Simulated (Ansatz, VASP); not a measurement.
TiC: VASP beside Ansatz

Contents of INCAR:

```
PREC = Accurate
ENCUT = 520
EDIFF = 1E-7
ISMEAR = 1
SIGMA = 0.2
LREAL = False
LASPH = True
NELM = 60
ALGO = Normal
ISIF = 2
LWAVE = False
LCHARG = False
GGA = PE
NBANDS = 15
```

The input KPOINTS:

```
Automatic mesh
0
Gamma
  16 16 14
```

File POSCAR:

```
TiC
1.0
    3.0452841791      0.0000000000      0.0000000000
   -1.5226420896      2.6372934609      0.0000000000
    0.0000000000      0.0000000000      2.6939039114
Ti C
1 1
Direct
    0.0000000000      0.0000000000      0.0000000000
    0.3333333333      0.6666666667      0.5000000000
```

Input for Ansatz:

```yaml
crystal:
  lattice:
    - [3.0452841791, 0.0, 0.0]
    - [-1.5226420896, 2.6372934609, 0.0]
    - [0.0, 0.0, 2.6939039114]
  atoms:
    - { symbol: Ti, position: [0.0, 0.0, 0.0] }
    - { symbol: C, position: [0.3333333333, 0.6666666667, 0.5] }
kpoints:
  mp_grid: { grid: [16, 16, 14] }
scf:
  occupations: { method: methfessel_paxton, width: 0.2 }
hamiltonian:
  xc: pbe
  pseudopotentials: { kind: all_electron, lapw: { basis_error: 0.0005 } }
output:
  forces: true
  stress: true
  eigenvalues: true
```

Alike in both runs: task single point; functional PBE; k mesh 16 × 16 × 14; occupations methfessel-paxton of order 1, width 0.2 eV; no spin polarisation.

```csv
,VASP,Ansatz
version,VASP 6.6.1,Ansatz 0.2.0
potentials or method,"VASP PAW PBE potentials, release 64 (Ti_sv, C), cutoff 520 eV","all-electron LAPW, scalar-relativistic"
```

VASP gave:

- pressure (GPa): 0.1
- traceless stress, the component that is largest in VASP (GPa): 0.37

**Question.** Estimate Ansatz's values.

**Answer.** Pressure (GPa): 0.0; traceless stress, the component that is largest in VASP (GPa): 0.38.

Ansatz ran all-electron here, and VASP with PAW potentials.
